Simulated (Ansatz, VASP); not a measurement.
One calculation of TiGe4Mo, two programs

```
Ti Ge Mo
1.0
     3.54014    0.00000    0.00000
     0.00000    3.54014    0.00000
     0.00000    0.00000    8.72869
Ti Ge Mo
1 4 1
Direct
  0.50000 0.50000 0.50000
  0.00000 0.00000 0.66167
  0.50000 0.50000 0.16167
  0.00000 0.00000 0.33833
  0.50000 0.50000 0.83833
  0.00000 0.00000 0.00000
```

Alike in both runs: task single point; functional PBE; k mesh 6 × 6 × 2; occupations gaussian, width 0.1 eV; no spin polarisation.

```csv
,VASP,Ansatz
version,VASP 6.6.1,Ansatz 0.2.0
potentials or method,"VASP PAW PBE potentials, release 64 (Ti_sv, Ge_d, Mo_sv), cutoff 520 eV","scalar-relativistic, plane waves, PAW"
valence electrons in the cell,82,82
```

Ansatz gave:

```
gap on the k mesh at the Fermi level (eV)                     : none
pressure (GPa)                                                : -13.8
traceless stress, the component that is largest in VASP (GPa) : 1.98
rms of the force components (eV/Å)                            : 0.148
```

Estimate VASP's values.

gap on the k mesh at the Fermi level (eV): none; pressure (GPa): -13.7; traceless stress, the component that is largest in VASP (GPa): 1.99; rms of the force components (eV/Å): 0.146.

Atom by atom the forces differ by 0.002 eV/Å (rms over components). A gap of «none» marks a metal or a gap that the smearing closes.
